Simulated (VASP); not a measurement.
Wanted: the native input for a VASP 6.6.1 run.

* Task: electric field gradients
* Functional: PBEsol
* Potentials or basis: VASP PAW PBE potentials, release 64 (Zn, O)
* Cutoff: 520 eV
* k mesh: 8 × 8 × 5
* Occupations: fermi-dirac, width 0.02 eV
* Spin: no spin polarisation
* Dipole correction: no
* Further INCAR settings: ALGO = Normal; EDIFF = 1e-08; NBANDS = 26

The structure of ZnO lies in POSCAR:

```
ZnO
1.0
    3.2493080000      0.0000000000      0.0000000000
   -1.6246540000      2.8139832727      0.0000000000
    0.0000000000      0.0000000000      5.2057090000
Zn O
2 2
Direct
    0.3333333333      0.6666666667      0.5000000000
    0.6666666667      0.3333333333      0.0000000000
    0.6666666667      0.3333333333      0.3790100000
    0.3333333333      0.6666666667      0.8790100000
```

These files were run (other wordings do the same):

INCAR

```
PREC     = Accurate       # precision mode
ENCUT    = 520            # plane-wave cutoff, eV
EDIFF    = 1E-8           # SCF threshold, eV
ISMEAR   = -1             # smearing method
SIGMA    = 0.02           # smearing width, eV
LREAL    = False          # projectors in reciprocal space
LASPH    = True           # aspherical terms in the spheres
NELM     = 120            # most SCF steps
ALGO     = Normal         # electronic algorithm
ISIF     = 2              # what is computed and relaxed
LWAVE    = False          # write WAVECAR
LCHARG   = False          # write CHGCAR
GGA      = PS             # functional
LEFG     = True         
NBANDS   = 26             # bands
GGA_COMPAT= False
```

KPOINTS

```
Automatic mesh
0
Gamma
  8 8 5
```

Potentials or basis: VASP PAW PBE potentials, release 64 (Zn, O).

Run with:

```console
$ cat potpaw_PBE.64/Zn/POTCAR potpaw_PBE.64/O/POTCAR > POTCAR
$ mpirun -np 1 vasp_std > vasp.out
```

It gave:

- Pressure: -0.5 GPa
- Largest force: 0.065 eV/Å
- Band gap on the k mesh: 0.69 eV
- Largest electric field gradient by atom: Zn +0.9; O -1.9 V/Å²

Caveat: without QUAD_EFG the Cq values of the log hold for a quadrupole moment of 1 mb, not for the nuclei; the PAW data sets were made with another functional, which shifts forces and pressure a little.

It took 49 s on 1 thread of Intel(R) Xeon(R) Platinum 8488C (Sapphire Rapids), with other jobs on the host, peak memory 0.17 GiB.
